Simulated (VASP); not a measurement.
Set up this calculation in VASP 6.6.1, as the native input.

| Quantity | Value |
| --- | --- |
| Task | single point |
| Functional | PBE |
| Potentials or basis | VASP PAW PBE potentials, release 64 (I) |
| Cutoff | 520 eV |
| k mesh | 7 × 7 × 3 |
| Occupations | fermi-dirac, width 0.05 eV |
| Spin | no spin polarisation |
| Dipole correction | no |
| Further INCAR settings | ALGO = Normal; EDIFF = 1e-07; NBANDS = 22 |

The structure of I lies in POSCAR:

```
I
1.0
    4.5690906488     -2.3067653133      0.0000000000
    4.5690906488      2.3067653133      0.0000000000
    0.0000000000      0.0000000000      9.8023860568
I
4
Direct
    0.6608759868      0.3391240132      0.3777534453
    0.1608759868      0.8391240132      0.1222465547
    0.3391240132      0.6608759868      0.6222465547
    0.8391240132      0.1608759868      0.8777534453
```

These files were run (other wordings do the same):

INCAR

```
SYSTEM = I
PREC = Accurate
ENCUT = 520
EDIFF = 1E-7
ISMEAR = -1
SIGMA = 0.05
LREAL = .FALSE.
LASPH = .TRUE.
NELM = 80
ALGO = Normal
ISIF = 2
LWAVE = .FALSE.
LCHARG = .TRUE.
GGA = PE
LELF = .TRUE.
LVHAR = .TRUE.
NBANDS = 22
```

KPOINTS

```
regular mesh
0
G
  7 7 3
  0 0 0
```

Potentials or basis: VASP PAW PBE potentials, release 64 (I).

Run with:

```console
$ cat potpaw_PBE.64/I/POTCAR > POTCAR
$ mpirun -np 1 vasp_std > vasp.out
```

Results of the run:

The pressure is 0.0 GPa, the largest force is 0.042 eV/Å and the band gap on the k mesh is 1.04 eV (least direct gap 1.09 eV).

Caveat: spin-orbit coupling is left out, which moves the levels of the heavy elements.

Wall time 5.6 min on 1 thread of Oxide Virtual Turin-like Processor, on a shared host, peak memory 0.35 GiB.
